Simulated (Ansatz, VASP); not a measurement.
## NbAs in VASP and in Ansatz

Contents of INCAR:

```
ALGO     = Normal         # electronic algorithm
EDIFF    = 1E-6           # SCF threshold, eV
ENCUT    = 520            # plane-wave cutoff, eV
GGA      = PE             # functional
ISIF     = 2              # what is computed and relaxed
ISMEAR   = 0              # smearing method
LASPH    = T              # aspherical terms in the spheres
LCHARG   = F              # write CHGCAR
LREAL    = F              # projectors in reciprocal space
LWAVE    = F              # write WAVECAR
NBANDS   = 16             # bands
NELM     = 80             # most SCF steps
PREC     = Accurate       # precision mode
SIGMA    = 0.05           # smearing width, eV
```

File KPOINTS:

```
k-points
0
Gamma
  12 12 12
```

Contents of POSCAR:

```
NbAs
1.0
    0.0000000000      2.7229171600      2.7229171600
    2.7229171600      0.0000000000      2.7229171600
    2.7229171600      2.7229171600      0.0000000000
Nb As
1 1
Direct
    0.5000000000      0.5000000000      0.5000000000
    0.0000000000      0.0000000000      0.0000000000
```

Input for Ansatz:

```yaml
crystal:
  lattice:
    - [0.0, 2.72291716, 2.72291716]
    - [2.72291716, 0.0, 2.72291716]
    - [2.72291716, 2.72291716, 0.0]
  atoms:
    - { symbol: Nb, position: [0.5, 0.5, 0.5] }
    - { symbol: As, position: [0.0, 0.0, 0.0] }
basis:
  ecutwfc: 420
  ecutrho_ratio: 4
kpoints:
  mp_grid: { grid: [12, 12, 12] }
hamiltonian:
  xc: pbe
scf:
  occupations: { method: gaussian, width: 0.05 }
output:
  forces: true
  stress: true
  eigenvalues: true
```

Alike in both runs: task single point; functional PBE; k mesh 12 × 12 × 12; occupations gaussian, width 0.05 eV; no spin polarisation.

```csv
,VASP,Ansatz
version,VASP 6.6.1,Ansatz 0.2.0
potentials or method,"VASP PAW PBE potentials, release 64 (Nb_sv, As), cutoff 520 eV","scalar-relativistic, plane waves, PAW"
valence electrons in the cell,18,28
```

```csv
,VASP,Ansatz,Ansatz less VASP
gap on the k mesh at the Fermi level (eV),none,none,-
pressure (GPa),-11.2,-11.2,+0.01
```

A gap of «none» marks a metal or a gap that the smearing closes. VASP's potentials hold 18 valence electrons a cell and Ansatz's 28, so a difference there can come from the potentials and not from the codes.
